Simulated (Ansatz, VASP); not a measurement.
Given: the input of a run of VASP 6.6.1 on V.

File INCAR:

```
PREC     = Accurate       # precision mode
ENCUT    = 520            # plane-wave cutoff, eV
EDIFF    = 1E-6           # SCF threshold, eV
ISMEAR   = -1             # smearing method
SIGMA    = 0.05           # smearing width, eV
LREAL    = F              # projectors in reciprocal space
LASPH    = T              # aspherical terms in the spheres
NELM     = 150            # most SCF steps
ALGO     = Fast           # electronic algorithm
ISIF     = 2              # what is computed and relaxed
LWAVE    = F              # write WAVECAR
LCHARG   = F              # write CHGCAR
ISPIN    = 2              # spin polarisation
MAGMOM   = 2              # initial moments
LORBIT   = 11             # projections on sites
LMAXMIX  = 4              # l up to which the mixer works
GGA      = PE             # functional
NBANDS   = 16             # bands
```

File KPOINTS:

```
regular mesh
0
Gamma
  12 12 12
```

The input POSCAR:

```
V
1.0
   -1.5041862709      1.5041862709      1.5041862709
    1.5041862709     -1.5041862709      1.5041862709
    1.5041862709      1.5041862709     -1.5041862709
V
1
Direct
    0.0000000000      0.0000000000      0.0000000000
```

Potentials or basis: VASP PAW PBE potentials, release 64 (V_sv).

Command:

```sh
$ cat potpaw_PBE.64/V_sv/POTCAR > POTCAR
$ mpirun -np 1 vasp_std > vasp.out
```

Q: Translate it to Ansatz 0.2.0. Potentials there: all-electron LAPW, scalar-relativistic.

A: As run (the cutoff follows the program's own potentials):

The input input.yaml:

```yaml
crystal:
  lattice:
    - [-1.5041862709, 1.5041862709, 1.5041862709]
    - [1.5041862709, -1.5041862709, 1.5041862709]
    - [1.5041862709, 1.5041862709, -1.5041862709]
  atoms:
    - { symbol: V, position: [0.0, 0.0, 0.0], spin: 2.0 }
kpoints:
  mp_grid: { grid: [12, 12, 12] }
scf:
  occupations: { method: fermi_dirac, width: 0.05 }
hamiltonian:
  xc: pbe
  pseudopotentials: { kind: all_electron, lapw: { basis_error: 0.0005 } }
magnetization:
  spin_polarized: true
output:
  forces: true
  stress: true
  eigenvalues: true
```

Potentials or basis: all-electron LAPW, scalar-relativistic.

Run with:

```sh
$ ansatz run input.yaml --threads 2 --pin off --max-ram 5120MiB --backend cpu --events-out ev --progress --plain --runs-dir out
```

Both were run:

|  | VASP | Ansatz | Ansatz less VASP |
| --- | --- | --- | --- |
| gap on the k mesh at the Fermi level (eV) | none | none | - |
| pressure (GPa) | -1.8 | -2.1 | -0.26 |
| net moment per atom (μB) | 0.00 | 0.00 | -0.001 |

A gap of «none» marks a metal or a gap that the smearing closes. Ansatz ran all-electron here, and VASP with PAW potentials.
